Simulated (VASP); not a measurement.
A run of VASP 6.6.1 is set up as follows.

The input INCAR:

```
PREC = Accurate ; ENCUT = 600
EDIFF = 1E-6 ; ISMEAR = 0
SIGMA = 0.1 ; LREAL = False
LASPH = True ; NELM = 80
ALGO = Normal ; ISIF = 3
LWAVE = False ; LCHARG = False
GGA = PE ; IBRION = 2
NSW = 100 ; EDIFFG = -0.01
```

Contents of KPOINTS:

```
regular mesh
0
Gamma
  10 10 10
```

Contents of POSCAR:

```
Si5N
1.0
    0.0000000000      3.4933319144      3.4933319144
    3.4933319144      0.0000000000      3.4933319144
    3.4933319144      3.4933319144      0.0000000000
Si N
5 1
Direct
    0.1243124872      0.6270625384      0.1243124872
    0.1243124872      0.1243124872      0.1243124872
    0.6270625384      0.1243124872      0.1243124872
    0.1243124872      0.1243124872      0.6270625384
    0.5000000000      0.5000000000      0.5000000000
    0.7500000000      0.7500000000      0.7500000000
```

Potentials or basis: VASP PAW PBE potentials, release 64 (Si, N).

The run is started by

```bash
$ cat potpaw_PBE.64/Si/POTCAR potpaw_PBE.64/N/POTCAR > POTCAR
$ mpirun -np 1 vasp_std > vasp.out
```

Question: Predict the relaxed volume.

Answer: 14.26 Å³/atom.

Question: Estimate the relaxed cell.

Answer: a = 4.946 Å, b = 4.946 Å, c = 4.946 Å, α = 60.00°, β = 60.00°, γ = 60.00°.

Final structure:
```cif
data_structure
_symmetry_space_group_name_H-M 'P 1'
_symmetry_Int_Tables_number 1
_cell_length_a 4.9463
_cell_length_b 4.9463
_cell_length_c 4.9463
_cell_angle_alpha 60.000
_cell_angle_beta 60.000
_cell_angle_gamma 60.000
_cell_volume 85.57
loop_
_atom_site_label
_atom_site_type_symbol
_atom_site_fract_x
_atom_site_fract_y
_atom_site_fract_z
_atom_site_occupancy
Si1 Si 0.12430 0.62709 0.12430 1
Si2 Si 0.12430 0.12430 0.12430 1
Si3 Si 0.62709 0.12430 0.12430 1
Si4 Si 0.12430 0.12430 0.62709 1
Si5 Si 0.50000 0.50000 0.50000 1
N1 N 0.75000 0.75000 0.75000 1
```
